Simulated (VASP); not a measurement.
Input of a VASP 6.6.1 run:

The input INCAR:

```
PREC = Accurate ; ENCUT = 520
EDIFF = 1E-6 ; ISMEAR = 0
SIGMA = 0.05 ; LREAL = F
LASPH = T ; NELM = 80
ALGO = Normal ; ISIF = 2
LWAVE = F ; LCHARG = F
GGA = PS ; NBANDS = 84
```

KPOINTS

```
regular mesh
0
Gamma
  3 2 3
```

POSCAR

```
Zr12H
1.0
    6.4600000000      0.0000000000      0.0000000000
   -4.8450000000      8.3917860000      0.0000000000
    0.0000000000      0.0000000000      5.1453900000
Zr H
12 1
Direct
    0.0023118471      0.0020259096      0.0046052875
    0.1625426572      0.2182137390      0.5050773605
    0.0034193917      0.3313810672      0.0051510187
    0.1774425799      0.5581345854      0.4962168077
    0.0050074998      0.6738510729      0.0084588340
    0.1666802285      0.8907218320      0.5024456844
    0.4990647696     -0.0022455291     -0.0047430807
    0.6603726725      0.2103751216      0.4941316402
    0.4972383432      0.3302771305      0.0057616624
    0.6563917048      0.5581990532      0.4978905389
    0.5023980126      0.6711746463     -0.0047022675
    0.6659251634      0.8864440776      0.4931045071
    0.8374923772      0.4481029426     -0.1263418322
```

Potentials or basis: VASP PAW PBE potentials, release 64 (Zr_sv, H).

Command:

```sh
$ cat potpaw_PBE.64/Zr_sv/POTCAR potpaw_PBE.64/H/POTCAR > POTCAR
$ mpirun -np 1 vasp_std > vasp.out
```

Problem. What does it give for the pressure?

Solution. -1.7 GPa.

Problem. Estimate the largest force.

Solution. 0.494 eV/Å.

Problem. Predict the band gap on the k mesh.

Solution. Zero (an odd number of electrons rules out a gap without spin polarisation).

Forces on the atoms (eV/Å):
```
Zr  -0.003  0.011  0.063
Zr   0.013 -0.004  0.078
Zr  -0.015 -0.015  0.057
Zr  -0.003  0.002  0.008
Zr  -0.011 -0.002  0.075
Zr   0.005 -0.001  0.055
Zr  -0.007  0.001  0.019
Zr  -0.004 -0.008  0.015
Zr  -0.013  0.011  0.086
Zr   0.025 -0.006  0.029
Zr   0.016  0.013  0.005
Zr  -0.007 -0.013  0.004
H    0.004  0.013 -0.494
```

Caveat: the k points lie up to 0.41 Å⁻¹ apart, too coarse for converged energies and pressures of a metal; the PAW data sets were made with another functional, which shifts forces and pressure a little.
